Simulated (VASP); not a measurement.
## Ta: single point with LDA

The system is Ta.

```
Ta
1.0
     0.00000    2.96657    2.96657
     2.96657    0.00000    2.96657
     2.96657    2.96657    0.00000
Ta
2
Direct
  0.87500 0.87500 0.87500
  0.12500 0.12500 0.12500
```

- Program: VASP 6.6.1
- Task: single point
- Functional: LDA
- Potentials or basis: VASP PAW LDA potentials, release 64 (Ta_pv)
- Cutoff: 520 eV
- k mesh: 13 × 13 × 13
- Occupations: methfessel-paxton, width 0.05 eV
- Spin: no spin polarisation
- Dipole correction: no
- Further INCAR settings: ALGO = Normal; EDIFF = 1e-06; NBANDS = 18

```json
{
 "Pressure": "0.3 GPa",
 "Band gap on the k mesh": "zero (band 11 reaches 2.77 eV, above the bottom of band 12 at 1.96 eV)"
}
```

Levels at points of the mesh, in eV from the Fermi level:
```
           k point  band 7  band 8  band 9  band 10  band 11  band 12  band 13  band 14  band 15  band 16
(0.00, 0.00, 0.00)   -5.75   -1.19   -1.19    -0.27    -0.27    -0.27     2.17     2.17     2.17     6.33
```

It took 17 s on 1 thread of Intel(R) Xeon(R) 6975P-C (Granite Rapids) (shared host), peak memory 0.19 GiB.

Caveat: spin-orbit coupling is left out, which moves the levels of the heavy elements.
